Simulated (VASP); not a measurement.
Runs of VASP 6.6.1 on Mg. The structure is that of space group Fd-3m (No. 227), or close to it. The cells are those of the table. 

```tsv
cell	gap on the mesh (eV)	pressure (GPa)
a = 5.118 Å, angles 60.0°, 2 atoms	none	-0.9
a = 4.929 Å, angles 60.0°, 2 atoms	none	0.0
a = 4.794 Å, angles 60.0°, 2 atoms	none	(b)
a = 4.723 Å, angles 60.0°, 2 atoms	none	1.6
a = 4.994 Å, angles 60.0°, 2 atoms	none	(a)
```

Alike in all rows: task single point; level RPBE; potentials or basis VASP PAW PBE potentials, release 64 (Mg); no spin polarisation; k mesh 9 × 9 × 9; cutoff (eV) 520; smearing fermi-dirac 0.1 eV.

**Question.** Fill in the values left out.

**Answer.** (a) -0.4; (b) 0.9.

Caveats: the PAW data sets were made with another functional, which shifts forces and pressure a little.

A gap of «none» marks levels without a gap at the run's occupations.
